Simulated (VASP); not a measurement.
A run of VASP 6.6.1 is set up as follows.

File INCAR:

```
SYSTEM = Zr3MoF
PREC     = Accurate       ! precision mode
ENCUT    = 600            ! plane-wave cutoff, eV
EDIFF    = 1E-6           ! SCF threshold, eV
ISMEAR   = 0              ! smearing method
SIGMA    = 0.1            ! smearing width, eV
LREAL    = .FALSE.        ! projectors in reciprocal space
LASPH    = .TRUE.         ! aspherical terms in the spheres
NELM     = 150            ! most SCF steps
ALGO     = Normal         ! electronic algorithm
ISIF     = 3              ! what is computed and relaxed
LWAVE    = .FALSE.        ! write WAVECAR
LCHARG   = .FALSE.        ! write CHGCAR
ISPIN    = 2              ! spin polarisation
MAGMOM   = 0 0 0 1 0      ! initial moments
LORBIT   = 11             ! projections on sites
LMAXMIX  = 4              ! l up to which the mixer works
GGA      = PE             ! functional
IBRION   = 2              ! ionic algorithm
NSW      = 90             ! ionic steps
EDIFFG   = -0.04          ! ionic threshold
```

The input KPOINTS:

```
regular mesh
0
G
  4 4 4
  0 0 0
```

Contents of POSCAR:

```
Zr3MoF
1.0
    4.4699795900      0.0000000000      0.0000000000
    0.0000000000      4.4699795900      0.0000000000
    0.0000000000      0.0000000000      4.4699795900
Zr Mo F
3 1 1
Direct
    0.5000000000      0.0000000000      0.0000000000
    0.0000000000      0.5000000000      0.0000000000
    0.0000000000      0.0000000000      0.5000000000
    0.0000000000      0.0000000000      0.0000000000
    0.5000000000      0.5000000000      0.5000000000
```

Potentials or basis: VASP PAW PBE potentials, release 64 (Zr_sv, Mo_sv, F).

The run is started by

```console
$ cat potpaw_PBE.64/Zr_sv/POTCAR potpaw_PBE.64/Mo_sv/POTCAR potpaw_PBE.64/F/POTCAR > POTCAR
$ mpirun -np 1 vasp_std > vasp.out
```

(1) What does it give for the relaxed volume?

(2) Predict the net moment.

(3) Predict the relaxed cell.

(4) What does it give for the space group after relaxing (to 0.05 Å)?

## Answers

(1) 25.57 Å³/atom.

(2) 0.00 μB per cell.

(3) a = 5.038 Å, b = 5.038 Å, c = 5.038 Å, α = 90.00°, β = 90.00°, γ = 90.00°.

(4) Pm-3m (No. 221).

Caveat: the volume moved by over 15 % at a fixed basis, so the end points are rough.
